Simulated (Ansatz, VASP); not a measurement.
## Ga: VASP beside Ansatz

The input INCAR:

```
SYSTEM = Ga
ALGO     = Normal         ! electronic algorithm
EDIFF    = 1E-6           ! SCF threshold, eV
ENCUT    = 500            ! plane-wave cutoff, eV
GGA      = PS             ! functional
GGA_COMPAT= .False.      
ISIF     = 2              ! what is computed and relaxed
ISMEAR   = 0              ! smearing method
LASPH    = .True.         ! aspherical terms in the spheres
LCHARG   = .False.        ! write CHGCAR
LREAL    = .False.        ! projectors in reciprocal space
LWAVE    = .False.        ! write WAVECAR
NBANDS   = 12             ! bands
NELM     = 120            ! most SCF steps
PREC     = Accurate       ! precision mode
SIGMA    = 0.1            ! smearing width, eV
```

KPOINTS

```
k-points
0
Gamma
  10 10 10
  0 0 0
```

POSCAR

```
Ga
1.0
   -1.3843987196      1.3843987196      2.3112238365
    1.3843987196     -1.3843987196      2.3112238365
    1.3843987196      1.3843987196     -2.3112238365
Ga
1
Direct
    0.0000000000      0.0000000000      0.0000000000
```

Input for Ansatz:

```yaml
crystal:
  lattice:
    - [-1.3843987196, 1.3843987196, 2.3112238365]
    - [1.3843987196, -1.3843987196, 2.3112238365]
    - [1.3843987196, 1.3843987196, -2.3112238365]
  atoms:
    - { symbol: Ga, position: [0.0, 0.0, 0.0] }
basis:
  ecutwfc: 420
kpoints:
  mp_grid: { grid: [10, 10, 10] }
hamiltonian:
  xc: pbesol
scf:
  occupations: { method: gaussian, width: 0.1 }
  lower_state_search: "off"
output:
  forces: true
  stress: true
  eigenvalues: true
```

Alike in both runs: task single point; functional PBEsol; k mesh 10 × 10 × 10; occupations gaussian, width 0.1 eV; no spin polarisation.

```csv
,VASP,Ansatz
version,VASP 6.6.1,Ansatz 0.2.0
potentials or method,"VASP PAW PBE potentials, release 64 (Ga_d), cutoff 500 eV","scalar-relativistic, plane waves, PAW"
valence electrons in the cell,13,13
```

Ansatz gave:

* gap on the k mesh at the Fermi level (eV): none
* pressure (GPa): 0.1
* traceless stress, the component that is largest in VASP (GPa): -2.50

Problem. Which values does VASP return?

Solution. gap on the k mesh at the Fermi level (eV): none; pressure (GPa): 0.1; traceless stress, the component that is largest in VASP (GPa): -2.51.

VASP's potentials were made for PBE, not for PBEsol. A gap of «none» marks a metal or a gap that the smearing closes. With one functional, cell and mesh, what is left measures potentials, basis and numerics.
